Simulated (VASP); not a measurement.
# InSe (Fm-3m) in VASP: notebook, part 2 of 2

VASP 6.6.1.

## 3. Single point, PBE

This run uses another cell than the first one: it holds 4 atoms, not 2.

File INCAR:

```
PREC = Accurate
ENCUT = 520
EDIFF = 1E-6
ISMEAR = 0
SIGMA = 0.2
LREAL = F
LASPH = T
NELM = 100
ALGO = Normal
ISIF = 2
LWAVE = F
LCHARG = T
GGA = PE
LELF = T
LVHAR = T
NBANDS = 27
```

File KPOINTS:

```
regular mesh
0
Gamma
  6 6 6
```

File POSCAR:

```
InSe
1.0
   -2.9629279326      0.0000000000     -2.9629279326
   -2.9629279326     -2.9629279326      0.0000000000
   -5.9258558653      2.9629279326      2.9629279326
In Se
2 2
Direct
    0.5000000000      0.5000000000      0.5000000000
    1.0000000000      1.0000000000      0.0000000000
    0.2500000000      0.2500000000      0.2500000000
    0.7500000000      0.7500000000      0.7500000000
```

Potentials or basis: VASP PAW PBE potentials, release 64 (In_d, Se).

Run with:

```console
$ cat potpaw_PBE.64/In_d/POTCAR potpaw_PBE.64/Se/POTCAR > POTCAR
$ mpirun -np 1 vasp_std > vasp.out
```

OUTCAR:

```text
PREC = Accurate
   ENCUT = 520
   EDIFF = 1E-6
   ISMEAR = 0
   LREAL = F
   LASPH = T
   NELM = 100
   ISIF = 2
   GGA = PE

 ion  position               nearest neighbor table
   1  0.500  0.500  0.500-   3 2.96   3 2.96   4 2.96   4 2.96   3 2.96   4 2.96
   2  0.000  0.000  0.000-   4 2.96   4 2.96   3 2.96   3 2.96   3 2.96   4 2.96
   3  0.250  0.250  0.250-   2 2.96   2 2.96   1 2.96   1 2.96   1 2.96   2 2.96
   4  0.750  0.750  0.750-   1 2.96   1 2.96   2 2.96   2 2.96   1 2.96   2 2.96

  LATTYP: Found a trigonal (rhomboedric) cell.
 ALAT       =     7.2576615796
 COS(alpha) =     0.8333333333

  Lattice vectors:

 A1 = (  -2.9629279327,   2.9629279326,   5.9258558652)
 A2 = (  -2.9629279327,   5.9258558652,   2.9629279326)
 A3 = (  -5.9258558653,   2.9629279326,   2.9629279326)

Analysis of symmetry for initial positions (statically):
=====================================================================
 Subroutine PRICEL returns following result:

  LATTYP: Found a face centered cubic cell.
 ALAT       =     5.9258558652

  Lattice vectors:

 A1 = (   2.9629279326,   0.0000000000,  -2.9629279326)
 A2 = (  -0.0000000000,   2.9629279326,  -2.9629279326)
 A3 = (   2.9629279326,   2.9629279326,   0.0000000000)

   2 primitive cells build up your supercell.

 Routine SETGRP: Setting up the symmetry group for a
 trigonal (rhombohedral) supercell.

 Subroutine GETGRP returns: Found 12 space group operations
 (whereof 12 operations were pure point group operations)
 out of a pool of 12 trial point group operations.

The static configuration has the point symmetry D_3d.

Analysis of symmetry for dynamics (positions and initial velocities):
=====================================================================
 Subroutine PRICEL returns following result:

[... 134 lines left out ...]
   EFERMI_NEDOS =   21; number of points for ismear=-14 and -15
   IALGO  =     38    algorithm
   IMIX   =      4    mixing-type and parameters
     AMIX     =   0.40;   BMIX     =  1.00
     AMIX_MAG =   1.60;   BMIX_MAG =  1.00
  volume/ion in A,a.u.               =      26.01       175.53
  Fermi-wavevector in a.u.,A,eV,Ry     =   1.170204  2.211365 18.631513  1.369378
  Thomas-Fermi vector in A             =   2.306666
   LORBIT       =      0    0 simple, 1 ext, 2 COOP (PROOUT), +10 PAW based schemes
   GGA     = PE    functional components
   LHFCALC =     F    Hartree Fock is set to
   AEXX    =    0.0000 exact exchange contribution
   IVDW    =     0    specifies the selected vdW correction
   LEPSILON=     F    determine dielectric tensor
   LRPA    =     F    only Hartree local field effects (RPA)
 non-spin polarized calculation
 Gauss-broadening in eV      SIGMA  =   0.20
  energy-cutoff  :      520.00
  volume of cell :      104.05
 maximum number of plane-waves:      2824
   NGX = 15   NGY = 15   NGZ = 27

 number of electron      38.0000010 magnetization

 Free energy of the ion-electron system (eV)
  ---------------------------------------------------
  ext. energy  EPLUGINS =         0.00000000
  ---------------------------------------------------
  free energy    TOTEN  =       -13.83331112 eV

  energy without entropy =      -13.77552826  energy(sigma->0) =      -13.80441969

 E-fermi :   5.5713     XC(G=0):  -9.6615

 val. band max:        5.5707074473   @ k =  -0.1667  -0.1667   0.1667
 cond. band min:       5.5956157492   @ k =   0.3333   0.0000   0.0000
 fundamental gap:      0.0249083019
 Fermi energy:         5.5713087586

 k-point     1 :       0.0000    0.0000    0.0000
  band No.  band energies     occupation
      1      -9.0955      2.00000
      2      -9.0955      2.00000
      3      -9.0568      2.00000
      4      -9.0568      2.00000
      5      -9.0525      2.00000
      6      -9.0503      2.00000
[... 709 lines left out ...]
     26      11.8847      0.00000
     27      12.2713      0.00000

 [... further k-points ...]

------------------------ aborting loop because EDIFF is reached ----------------------------------------

  FORCE on cell =-STRESS in cart. coord.  units (eV):
  Direction    XX          YY          ZZ          XY          YZ          ZX
  --------------------------------------------------------------------------------------
  -------------------------------------------------------------------------------------
  Total        0.1511346      0.1511346      0.1511346     -0.0134066      0.0134066     -0.0134066
  in kB        2.3272945      2.3272945      2.3272945     -0.2064464      0.2064464     -0.2064464
  external PRESSURE =       2.3272945 kB  Pullay stress =       0.0000000 kB

 VOLUME and BASIS-vectors are now :
 -----------------------------------------------------------------------------
  energy-cutoff  :      520.00
  volume of cell :      104.05
      direct lattice vectors                 reciprocal lattice vectors
    -2.962927933  0.000000000 -2.962927933    -0.084375998  0.084375998 -0.253127993
    -2.962927933 -2.962927933  0.000000000    -0.084375998 -0.253127993  0.084375998
    -5.925855865  2.962927933  2.962927933    -0.084375998  0.084375998  0.084375998

 POSITION                                       TOTAL-FORCE (eV/Angst)
 -----------------------------------------------------------------------------------
     -5.92586      0.00000      0.00000        -0.000000      0.000000      0.000000
      0.00000      0.00000      0.00000         0.000000     -0.000000     -0.000000
     -2.96293      0.00000      0.00000         0.000000     -0.000000     -0.000000
     -8.88878      0.00000      0.00000         0.000000      0.000000     -0.000000
 -----------------------------------------------------------------------------------
    total drift:                               -0.000000     -0.000000      0.000000

  FREE ENERGIE OF THE ION-ELECTRON SYSTEM (eV)
  ---------------------------------------------------
  free  energy   TOTEN  =       -13.8333111228 eV

  energy  without entropy=      -13.7755282611  energy(sigma->0) =      -13.80441969
```

stdout:

```text
POSCAR found type information on POSCAR InSe
 POSCAR found :  2 types and       4 ions
 scaLAPACK will be used
 LDA part: xc-table for (Slater+PW92), standard interpolation
 POSCAR, INCAR and KPOINTS ok, starting setup
 FFT: planning ... GRIDC
 FFT: planning ... GRID_SOFT
 FFT: planning ... GRID
 WAVECAR not read
 entering main loop
```

Run time: 2.3 min. Hardware: 1 thread of Intel Xeon 6975P-C, shared host; peak memory 0.26 GiB.

Results:

```yaml
Free_energy: -13.8333 eV
Pressure: 0.2 GPa
Band_gap_on_the_k_mesh: zero (band 19 reaches 5.79 eV, above the bottom of band 20 at 4.73 eV)
```

Caveat: spin-orbit coupling is left out, which moves the levels of the heavy elements.
